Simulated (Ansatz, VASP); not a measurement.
**ZrB2 in VASP and in Ansatz**

INCAR

```
SYSTEM = ZrB2
PREC = Accurate
ENCUT = 520
EDIFF = 1E-6
ISMEAR = 0
SIGMA = 0.15
LREAL = .False.
LASPH = .True.
NELM = 60
ALGO = Normal
ISIF = 2
LWAVE = .False.
LCHARG = .False.
GGA = PS
NBANDS = 16
```

File KPOINTS:

```
regular mesh
0
Gamma
  15 15 12
  0 0 0
```

File POSCAR:

```
ZrB2
1.0
    3.0602000000      0.0000000000      0.0000000000
   -1.5301000000      2.6502109406      0.0000000000
    0.0000000000      0.0000000000      3.5067416443
Zr B
1 2
Direct
    0.0000000000      0.0000000000      0.0000000000
    0.3333333333      0.6666666667      0.5000000000
    0.6666666667      0.3333333333      0.5000000000
```

Input for Ansatz:

```yaml
crystal:
  lattice:
    - [3.0602, 0.0, 0.0]
    - [-1.5301, 2.6502109406, 0.0]
    - [0.0, 0.0, 3.5067416443]
  atoms:
    - { symbol: Zr, position: [0.0, 0.0, 0.0] }
    - { symbol: B, position: [0.3333333333, 0.6666666667, 0.5] }
    - { symbol: B, position: [0.6666666667, 0.3333333333, 0.5] }
basis:
  ecutwfc: 520.0
kpoints:
  mp_grid: { grid: [15, 15, 12] }
hamiltonian:
  xc: pbesol
scf:
  occupations: { method: gaussian, width: 0.15 }
output:
  forces: true
  stress: true
  eigenvalues: true
  write_density: true
  write_potential: true
  elf: true
  volumetric_format: npy
```

Alike in both runs: task single point; functional PBEsol; k mesh 15 × 15 × 12; occupations gaussian, width 0.15 eV; no spin polarisation.

|  | VASP | Ansatz |
| --- | --- | --- |
| version | VASP 6.6.1 | Ansatz 0.2.0 |
| potentials or method | VASP PAW PBE potentials, release 64 (Zr_sv, B), cutoff 520 eV | scalar-relativistic, plane waves, PAW |
| valence electrons in the cell | 18 | 18 |

```tsv
	VASP	Ansatz	Ansatz less VASP
gap on the k mesh at the Fermi level (eV)	none	none	-
pressure (GPa)	18.0	17.6	-0.44
traceless stress, the component that is largest in VASP (GPa)	-8.68	-8.67	+0.010
```

VASP's potentials were made for PBE, not for PBEsol. A gap of «none» marks a metal or a gap that the smearing closes.
